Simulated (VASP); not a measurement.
Sn, 2 atoms in the cell. The structure is tetragonal, space group I4_1/amd (No. 141). Conventional cell: a = 4.901 Å, b = 4.901 Å, c = 5.892 Å, α = 90.00°, β = 90.00°, γ = 90.00°. Sn (site symmetry -4m2) has 4 Sn at 2.86 Å within 3.8 Å.  This cell differs from its parent crystal: ratio of the length along z to the lengths across it x 0.85, volume and fractional coordinates fixed.

```yaml
Program: VASP 6.6.1
Task: single point
Functional: r2SCAN
Potentials_or_basis: VASP PAW PBE potentials, release 64 (Sn_d)
Cutoff: 520 eV
k_mesh: 18 × 18 × 18
Occupations: gaussian, width 0.15 eV
Spin: no spin polarisation
Dipole_correction: no
Further_INCAR_settings: ALGO = Normal; EDIFF = 1e-07; NBANDS = 21
```

Potentials or basis: VASP PAW PBE potentials, release 64 (Sn_d).

Command:

```bash
$ cat potpaw_PBE.64/Sn_d/POTCAR > POTCAR
$ cp INCAR.step1 INCAR
$ mpirun -np 1 vasp_std > vasp.out
$ cp INCAR.step2 INCAR
$ mpirun -np 1 vasp_std > vasp.out
```

Hardware: 1 thread of Oxide Virtual Turin-like Processor, with other jobs on the host.

Task: Estimate the wall time of this run.

Result: Run time: 22 min on 1 thread of Oxide Virtual Turin-like Processor, with other jobs on the host, peak memory 0.61 GiB. Counts: k points 480.
